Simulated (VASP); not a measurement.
**TaN: single point with LDA**

The system is TaN.

```
Ta N
1.0
     2.90655    0.00000    0.00000
    -1.45328    2.51715    0.00000
     0.00000    0.00000    2.85149
Ta N
1 1
Direct
  0.00000 0.00000 0.50000
  0.66667 0.33333 0.00000
```

| Item | Value |
| --- | --- |
| Program | VASP 6.6.1 |
| Task | single point |
| Functional | LDA |
| Potentials or basis | VASP PAW LDA potentials, release 64 (Ta_pv, N) |
| Cutoff | 520 eV |
| k mesh | 18 × 18 × 14 |
| Occupations | gaussian, width 0.1 eV |
| Spin | no spin polarisation |

The pressure is 2.0 GPa. The band gap on the k mesh is zero (bands 8 and 9 overlap by 0.38 eV).

Stress tensor (GPa, compression positive):
```
1.96 0.00 0.00
0.00 1.96 0.00
0.00 0.00 2.21
```

Levels at points of the mesh, in eV from the Fermi level:
```
           k point  band 4  band 5  band 6  band 7  band 8  band 9  band 10  band 11  band 12  band 13
(0.00, 0.00, 0.00)  -17.74   -4.65   -4.65   -4.31   -2.86    2.66     3.78     3.78     4.16     4.16
(0.50, 0.00, 0.00)  -15.27   -8.37   -5.30   -3.57   -3.14    3.12     4.27     5.42     5.56     7.93
(0.00, 0.00, 0.50)  -14.82   -9.46   -3.81   -3.81   -0.08   -0.08     2.58     3.41     3.41     8.63
(0.50, 0.00, 0.50)  -15.68   -7.44   -6.21   -5.83   -0.17    4.47     5.62     6.39     7.39    10.69
```

It took 85 s on 1 thread of Intel Xeon 8259CL, with other jobs on the host, peak memory 0.21 GiB.

Caveat: spin-orbit coupling is left out, which moves the levels of the heavy elements.
